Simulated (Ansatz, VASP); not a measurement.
AlAs in VASP and in Ansatz

```xyz
2
Lattice="0.0000 2.8640 2.8640 2.8640 0.0000 2.8640 2.8640 2.8640 0.0000" Properties=species:S:1:pos:R:3 pbc="T T T"
Al    0.0000    0.0000    0.0000
As    1.4320    1.4320    1.4320
```

Alike in both runs: functional PBE; k mesh 8 × 8 × 8; occupations gaussian, width 0.02 eV; no spin polarisation.

Ansatz relaxed the structure, and its values are those at the end. VASP's run is a single point on that final structure, the one shown.

|  | VASP | Ansatz |
| --- | --- | --- |
| version | VASP 6.6.1 | Ansatz 0.2.0 |
| potentials or method | VASP PAW PBE potentials, release 64 (Al, As), cutoff 500 eV | scalar-relativistic, plane waves, PAW |
| valence electrons in the cell | 8 | 18 |

VASP gave:

- gap on the k mesh at the Fermi level (eV): 1.49
- least direct gap on the mesh (eV): 1.78
- pressure (GPa): 0.2

Question: Estimate Ansatz's values.

Answer: gap on the k mesh at the Fermi level (eV): 1.50; least direct gap on the mesh (eV): 1.78; pressure (GPa): 0.0.

VASP's potentials hold 8 valence electrons a cell and Ansatz's 18, so a difference there can come from the potentials and not from the codes.
